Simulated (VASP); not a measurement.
TlCl, 2 atoms in the cell. It takes space group Pm-3m (No. 221, cubic). The conventional cell has a = 3.918 Å, b = 3.918 Å, c = 3.918 Å, α = 90.00°, β = 90.00°, γ = 90.00°. Tl (site symmetry m-3m) has 8 Cl at 3.39 Å and 6 Tl at 3.92 Å within 4.5 Å. Cl (site symmetry m-3m) has 8 Tl at 3.39 Å and 6 Cl at 3.92 Å within 4.5 Å. 

- Program: VASP 6.6.1
- Task: single point
- Functional: PBE
- Dispersion: D3(BJ)
- Potentials or basis: VASP PAW PBE potentials, release 64 (Tl_d, Cl)
- Cutoff: 400 eV
- k mesh: 8 × 8 × 8
- Occupations: gaussian, width 0.02 eV
- Spin: no spin polarisation
- Dipole correction: no
- k mesh for the DOS: 12 × 12 × 12
- Occupations for the DOS: tetrahedron
- Further INCAR settings: ALGO = Normal; EDIFF = 1e-06

Potentials or basis: VASP PAW PBE potentials, release 64 (Tl_d, Cl).

The run is started by

```bash
$ cat potpaw_PBE.64/Tl_d/POTCAR potpaw_PBE.64/Cl/POTCAR > POTCAR
$ cp INCAR.step1 INCAR
$ cp KPOINTS.step1 KPOINTS
$ mpirun -np 1 vasp_std > vasp.out
$ cp INCAR.step2 INCAR
$ cp KPOINTS.step2 KPOINTS
$ mpirun -np 1 vasp_std > vasp.out
```

Hardware: 1 thread of Intel Xeon 8259CL (shared host).

Question: How long does it take, and how much memory?

Answer: Wall time 60 s on 1 thread of Intel Xeon 8259CL, on a shared host, peak memory 0.19 GiB. Counts: k points 84.
